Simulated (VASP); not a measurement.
# ZnS (Cm) in VASP: single point with r2SCAN

Aim: the single point of ZnS with r2SCAN.

Everything below comes from runs of VASP 6.6.1. Logs are shortened: lines on timing, memory, paths and dates and some standing lists are left out, and cuts for length are marked.

## 1. The cell of the first run

The structure is monoclinic, space group Cm (No. 8). Conventional cell: a = 6.601 Å, b = 3.811 Å, c = 6.234 Å, α = 90.00°, β = 90.00°, γ = 90.00°. Within 3.0 Å of Zn (site symmetry m) lie 4 S at 2.27 to 2.42 Å. Within 3.0 Å of Zn (site symmetry m) lie 4 S at 2.24 to 2.42 Å. Within 3.0 Å of S (site symmetry m) lie 4 Zn at 2.24 to 2.42 Å. Within 3.0 Å of S (site symmetry m) lie 4 Zn at 2.27 to 2.42 Å.

## 2. Single point, r2SCAN

The input, POSCAR:

```
ZnS
1.0
    3.8109987816      0.0000000000      0.0000000000
   -1.9054993908      3.3004217586      0.0000000000
    0.0000000000      0.0000000000      6.2340000000
Zn S
2 2
Direct
    0.3333333333      0.6666666667      0.0000000000
    0.6666666667      0.3333333333      0.5000000000
    0.3117269403      0.6558634702      0.3887271028
    0.6450602737      0.3225301368      0.8887271028
```

The input, INCAR.step1:

```
PREC = Accurate
ENCUT = 520
ISMEAR = 0
SIGMA = 0.05
LREAL = F
LASPH = T
NELM = 80
NBANDS = 26
GGA = PE
ALGO = Normal
EDIFF = 1E-4
LWAVE = T
LCHARG = F
```

The input, INCAR.step2:

```
PREC = Accurate
ENCUT = 520
EDIFF = 1E-6
ISMEAR = 0
SIGMA = 0.05
LREAL = F
LASPH = T
NELM = 80
ALGO = Normal
ISIF = 2
LWAVE = F
LCHARG = T
METAGGA = R2SCAN
LMIXTAU = T
LELF = T
LVHAR = T
NBANDS = 26
ISTART = 1
```

The input, KPOINTS:

```
Automatic mesh
0
Gamma
  6 6 4
```

Potentials or basis: VASP PAW PBE potentials, release 64 (Zn, S).

Started as:

```sh
$ cat potpaw_PBE.64/Zn/POTCAR potpaw_PBE.64/S/POTCAR > POTCAR
$ cp INCAR.step1 INCAR
$ mpirun -np 1 vasp_std > vasp.out
$ cp INCAR.step2 INCAR
$ mpirun -np 1 vasp_std > vasp.out
```

OUTCAR:

```text
PREC = Accurate
   ENCUT = 520
   EDIFF = 1E-6
   ISMEAR = 0
   LREAL = F
   LASPH = T
   NELM = 80
   ISIF = 2
   METAGGA = R2SCAN
   ISTART = 1

 ion  position               nearest neighbor table
   1  0.333  0.667  0.000-   4 2.27   4 2.27   4 2.38   3 2.42
   2  0.667  0.333  0.500-   3 2.24   3 2.34   3 2.34   4 2.42
   3  0.312  0.656  0.389-   2 2.24   2 2.34   2 2.34   1 2.42
   4  0.645  0.323  0.889-   1 2.27   1 2.27   1 2.38   2 2.42

  LATTYP: Found a hexagonal cell.
 ALAT       =     3.8109987816
 C/A-ratio  =     1.6357916539

  Lattice vectors:

 A1 = (   3.8109987816,   0.0000000000,   0.0000000000)
 A2 = (  -1.9054993908,   3.3004217586,   0.0000000000)
 A3 = (   0.0000000000,   0.0000000000,   6.2340000000)

Analysis of symmetry for initial positions (statically):
=====================================================================
 Subroutine PRICEL returns:
 Original cell was already a primitive cell.

 Routine SETGRP: Setting up the symmetry group for a
 hexagonal supercell.

 Subroutine GETGRP returns: Found  2 space group operations
 (whereof  2 operations were pure point group operations)
 out of a pool of 24 trial point group operations.

The static configuration has the point symmetry C_1h.

Analysis of symmetry for dynamics (positions and initial velocities):
=====================================================================
 Subroutine PRICEL returns:
 Original cell was already a primitive cell.

 Routine SETGRP: Setting up the symmetry group for a
 hexagonal supercell.

 Subroutine GETGRP returns: Found  2 space group operations
 (whereof  2 operations were pure point group operations)
 out of a pool of 24 trial point group operations.

The dynamic configuration has the point symmetry C_1h.

 Subroutine INISYM returns: Found  2 space group operations
 (whereof  2 operations are pure point group operations),
 and found     1 'primitive' translations

----------------------------------------------------------------------------------------

                                     Primitive cell

  volume of cell :      78.4106

  direct lattice vectors                    reciprocal lattice vectors
     3.810998782  0.000000000  0.000000000     0.262398405  0.151495789  0.000000000
    -1.905499391  3.300421759  0.000000000     0.000000000  0.302991579  0.000000000
     0.000000000  0.000000000  6.234000000     0.000000000  0.000000000  0.160410651

  length of vectors
     3.810998782  3.810998782  6.234000000     0.302991579  0.302991579  0.160410651

  position of ions in fractional coordinates (direct lattice)
     0.333333333  0.666666667  0.000000000
     0.666666667  0.333333333  0.500000000
     0.311726940  0.655863470  0.388727103
     0.645060274  0.322530137  0.888727103

  ion indices of the primitive-cell ions
   primitive index   ion index
                 1           1
                 2           2
                 3           3
                 4           4

----------------------------------------------------------------------------------------

 KPOINTS: Automatic mesh

Automatic generation of k-mesh.
 Grid dimensions read from file:
 generate k-points for:    6    6    4

 Generating k-lattice:

  Cartesian coordinates                     Fractional coordinates (reciprocal lattice)
     0.043733067  0.025249298  0.000000000     0.166666667  0.000000000  0.000000000
     0.000000000  0.050498596  0.000000000     0.000000000  0.166666667  0.000000000
     0.000000000  0.000000000  0.040102663     0.000000000  0.000000000  0.250000000

  Length of vectors
     0.050498596  0.050498596  0.040102663

  Shift w.r.t. Gamma in fractional coordinates (k-lattice)
     0.000000000  0.000000000  0.000000000

 Subroutine IBZKPT returns following result:
 ===========================================

 Found     47 irreducible k-points:

 Following reciprocal coordinates:
            Coordinates               Weight
  0.000000  0.000000  0.000000      1.000000
  0.166667  0.000000  0.000000      2.000000
  0.000000  0.166667  0.000000      4.000000
  0.333333  0.000000  0.000000      2.000000
  0.000000  0.333333  0.000000      4.000000
  0.500000  0.000000  0.000000      1.000000
[... 16 lines left out ...]
  0.500000  0.000000  0.250000      2.000000
  0.000000  0.500000  0.250000      4.000000
 [... further k-points ...]
   k-points           NKPTS =     47   k-points in BZ     NKDIM =     47   number of bands    NBANDS=     26
   number of dos      NEDOS =    301   number of ions     NIONS =      4
   total plane-waves  NPLWV =  37632
   dimension x,y,z NGX =    28 NGY =   28 NGZ =   48
   dimension x,y,z NGXF=    56 NGYF=   56 NGZF=   96
   ions per type =               2   2
   NGX,Y,Z   is equivalent  to a cutoff of  12.21, 12.21, 12.80 a.u.
   NGXF,Y,Z  is equivalent  to a cutoff of  24.43, 24.43, 25.60 a.u.
 SYSTEM =  unknown system
   PREC   = accura    normal or accurate (medium, high low for compatibility)
   ISTART =      1    job   : 0-new  1-cont  2-samecut
   ICHARG =      0    charge: 1-file 2-atom 10-const
   ISPIN  =      1    spin polarized calculation?
   LNONCOLLINEAR =      F non collinear calculations
   LSORBIT =      F    spin-orbit coupling
   LASPH  =      T    aspherical Exc in radial PAW
   ENCUT  =  520.0 eV  38.22 Ry    6.18 a.u.   7.09  7.09 11.59*2*pi/ulx,y,z
   NELM   =     80;   NELMIN=  2; NELMDL=  0     # of ELM steps
   EDIFF  = 0.1E-05   stopping-criterion for ELM
   LREAL  =      F    real-space projection
   EDIFFG = 0.1E-04   stopping-criterion for IOM
   NSW    =      0    number of steps for IOM
   IBRION =     -1    ionic relax: 0-MD 1-quasi-New 2-CG
   NFREE  =      0    steps in history (QN), initial steepest desc. (CG)
   ISIF   =      2    stress and relaxation
   ISYM   =      2    0-nonsym 1-usesym 2-fastsym
   POTIM  = 0.5000    time-step for ionic-motion
   TEBEG  =    0.0;   TEEND  =   0.0 temperature during run
   PSTRESS=    0.0 pullay stress
   NELECT =      36.0000    total number of electrons
   NUPDOWN=      -1.0000    fix difference up-down
   EMIN   =  10.00;   EMAX   =-10.00  energy-range for DOS
   EFERMI =   0.00;   METHOD = LEGACY
   ISMEAR =     0;   SIGMA  =   0.05  broadening in eV -4-tet -1-fermi 0-gaus
   EFERMI_NEDOS =   21; number of points for ismear=-14 and -15
   IALGO  =     38    algorithm
   IMIX   =      4    mixing-type and parameters
     AMIX     =   0.40;   BMIX     =  1.00
     AMIX_MAG =   1.60;   BMIX_MAG =  1.00
  volume/ion in A,a.u.               =      19.60       132.29
  Fermi-wavevector in a.u.,A,eV,Ry     =   1.262944  2.386617 21.701656  1.595027
  Thomas-Fermi vector in A             =   2.396326
   LORBIT       =      0    0 simple, 1 ext, 2 COOP (PROOUT), +10 PAW based schemes
   METAGGA = R2SCAN    functional components
   LHFCALC =     F    Hartree Fock is set to
   AEXX    =    0.0000 exact exchange contribution
   IVDW    =     0    specifies the selected vdW correction
   LEPSILON=     F    determine dielectric tensor
   LRPA    =     F    only Hartree local field effects (RPA)
 non-spin polarized calculation
 Gauss-broadening in eV      SIGMA  =   0.05
  energy-cutoff  :      520.00
  volume of cell :       78.41
 maximum number of plane-waves:      2133
   NGX = 15   NGY = 15   NGZ = 23

 number of electron      35.9999975 magnetization

 Free energy of the ion-electron system (eV)
  ---------------------------------------------------
  ext. energy  EPLUGINS =         0.00000000
  ---------------------------------------------------
  free energy    TOTEN  =       -37.64601059 eV

  energy without entropy =      -37.64601059  energy(sigma->0) =      -37.64601059

 E-fermi :   2.1649     XC(G=0): -10.3053

 val. band max:        1.9155640877   @ k =   0.0000   0.0000   0.0000
 cond. band min:       4.7227182339   @ k =   0.0000   0.0000   0.0000
 fundamental gap:      2.8071541462
 Fermi energy:         2.1649267905

 k-point     1 :       0.0000    0.0000    0.0000
  band No.  band energies     occupation
      1     -11.8502      2.00000
      2     -10.9188      2.00000
      3      -4.6900      2.00000
      4      -4.6820      2.00000
      5      -4.5982      2.00000
      6      -4.5923      2.00000
[... 18 lines left out ...]
     25      10.0446      0.00000
     26      11.7938      0.00000

 k-point     2 :       0.1667    0.0000    0.0000
  band No.  band energies     occupation
      1     -11.6605      2.00000
      2     -10.8114      2.00000
      3      -4.6904      2.00000
      4      -4.6378      2.00000
      5      -4.5868      2.00000
      6      -4.5290      2.00000
[... 18 lines left out ...]
     25      10.6206      0.00000
     26      10.9025      0.00000

 k-point     3 :       0.0000    0.1667    0.0000
  band No.  band energies     occupation
      1     -11.6604      2.00000
      2     -10.8110      2.00000
      3      -4.6911      2.00000
      4      -4.6424      2.00000
      5      -4.5748      2.00000
      6      -4.5332      2.00000
[... 18 lines left out ...]
     25      10.6116      0.00000
     26      10.9196      0.00000

 k-point     4 :       0.3333    0.0000    0.0000
  band No.  band energies     occupation
      1     -11.2064      2.00000
      2     -10.6165      2.00000
      3      -4.6476      2.00000
      4      -4.5577      2.00000
      5      -4.5250      2.00000
      6      -4.3947      2.00000
[... 18 lines left out ...]
     25      11.1350      0.00000
     26      12.2568      0.00000
[... 496 lines left out ...]
      1     -11.1191      2.00000
      2     -10.7105      2.00000
      3      -4.6654      2.00000
      4      -4.5491      2.00000
      5      -4.5382      2.00000
      6      -4.4059      2.00000
[... 18 lines left out ...]
     25      11.3197      0.00000
     26      12.4422      0.00000

 k-point    23 :       0.5000    0.0000    0.2500
  band No.  band energies     occupation
      1     -10.8439      2.00000
      2     -10.6120      2.00000
      3      -4.6193      2.00000
      4      -4.5092      2.00000
      5      -4.4809      2.00000
      6      -4.3428      2.00000
[... 18 lines left out ...]
     25      12.3785      0.00000
     26      13.4179      0.00000

 k-point    24 :       0.0000    0.5000    0.2500
  band No.  band energies     occupation
      1     -10.8426      2.00000
      2     -10.6106      2.00000
      3      -4.6241      2.00000
      4      -4.4995      2.00000
      5      -4.4822      2.00000
      6      -4.3710      2.00000
[... 18 lines left out ...]
     25      12.3786      0.00000
     26      13.4302      0.00000

 [... further k-points ...]
[... 5 lines left out ...]
  --------------------------------------------------------------------------------------
  -------------------------------------------------------------------------------------
  Total        0.7382134      0.6665536     -0.6999499      0.0620592     -0.2678100     -0.4638728
  in kB       15.0840321     13.6197953    -14.3021889      1.2680663     -5.4722044     -9.4783872
  external PRESSURE =       4.8005462 kB  Pullay stress =       0.0000000 kB

 VOLUME and BASIS-vectors are now :
 -----------------------------------------------------------------------------
  energy-cutoff  :      520.00
  volume of cell :       78.41
      direct lattice vectors                 reciprocal lattice vectors
     3.810998782  0.000000000  0.000000000     0.262398405  0.151495789  0.000000000
    -1.905499391  3.300421759  0.000000000     0.000000000  0.302991579  0.000000000
     0.000000000  0.000000000  6.234000000     0.000000000  0.000000000  0.160410651

 POSITION                                       TOTAL-FORCE (eV/Angst)
 -----------------------------------------------------------------------------------
     -0.00000      2.20028      0.00000        -0.394942     -0.228020      0.443034
      1.90550      1.10014      3.11700        -0.494596     -0.285555      0.448317
     -0.06176      2.16463      2.42332         0.497770      0.287388     -0.448107
      1.84374      1.06449      5.54032         0.391768      0.226187     -0.443244
 -----------------------------------------------------------------------------------
    total drift:                                0.005842      0.003285      0.005399

  FREE ENERGIE OF THE ION-ELECTRON SYSTEM (eV)
  ---------------------------------------------------
  free  energy   TOTEN  =       -37.6460105941 eV

  energy  without entropy=      -37.6460105941  energy(sigma->0) =      -37.64601059
```

It took 2.1 min on 1 thread of Intel Xeon 6975P-C (Granite Rapids), shared host; peak memory 0.25 GiB.

What came out:

```yaml
Free_energy: -37.6460 eV
Pressure: 0.5 GPa
Largest_force: 0.729 eV/Å
Band_gap_on_the_k_mesh: 2.81 eV, direct
```

Forces on the atoms (eV/Å):
```
Zn  -0.395 -0.228  0.443
Zn  -0.495 -0.286  0.448
S    0.498  0.287 -0.448
S    0.392  0.226 -0.443
```

Levels at points of the mesh, in eV from the valence-band top:
| k point | band 15 | band 16 | band 17 | band 18 | band 19 | band 20 | band 21 | band 22 |
| --- | --- | --- | --- | --- | --- | --- | --- | --- |
| (0.00, 0.00, 0.00) | -0.90 | -0.06 | -0.04 | 0.00 | 2.81 | 3.44 | 6.74 | 6.75 |
| (0.50, 0.00, 0.00) | -3.20 | -2.35 | -1.58 | -1.08 | 3.94 | 4.77 | 5.50 | 7.65 |
| (0.00, 0.50, 0.00) | -3.21 | -2.33 | -1.59 | -1.05 | 3.94 | 4.76 | 5.49 | 7.66 |
| (0.00, 0.00, 0.50) | -0.60 | -0.60 | -0.38 | -0.38 | 4.01 | 4.01 | 7.00 | 7.00 |
| (0.50, 0.00, 0.50) | -1.78 | -1.73 | -1.62 | -1.50 | 3.90 | 4.14 | 5.38 | 5.66 |
| (0.00, 0.50, 0.50) | -1.79 | -1.77 | -1.56 | -1.51 | 3.95 | 4.08 | 5.44 | 5.58 |

Caveat: the cell differs from its parent crystal (all S atoms moved +0.075 Å, as atom 3 towards its neighbour atom 2 (Zn) at 2.314 Å); the PAW data sets were made with another functional, which shifts forces and pressure a little.
